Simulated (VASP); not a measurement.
Here is a VASP 6.6.1 calculation.

Contents of INCAR:

```
  PREC = Accurate
  ENCUT = 520
  EDIFF = 1E-6
  ISMEAR = 1
  SIGMA = 0.0343
  LREAL = False
  LASPH = True
  NELM = 60
  ALGO = Normal
  ISIF = 2
  LWAVE = False
  LCHARG = False
  GGA = PE
  NBANDS = 26
```

KPOINTS

```
Automatic mesh
0
Gamma
  7 7 8
```

The input POSCAR:

```
OsPd
1.0
    3.7973931524      0.0000000000      0.0000000000
    0.0000000000      3.7973931524      0.0000000000
    0.0000000000      0.0000000000      3.9936854683
Os Pd
2 2
Direct
    0.0000000000      0.0000000000      0.0000000000
    0.5000000000      0.5000000000      0.0000000000
    0.0000000000      0.5000000000      0.5000000000
    0.5000000000      0.0000000000      0.5000000000
```

Potentials or basis: VASP PAW PBE potentials, release 64 (Os, Pd).

Run with:

```console
$ cat potpaw_PBE.64/Os/POTCAR potpaw_PBE.64/Pd/POTCAR > POTCAR
$ mpirun -np 1 vasp_std > vasp.out
```

What does it give for the band gap on the k mesh?

Zero (band 18 reaches 11.30 eV, above the bottom of band 19 at 8.94 eV).

Predict the pressure.

4.6 GPa.

Caveat: spin-orbit coupling is left out, which moves the levels of the heavy elements.
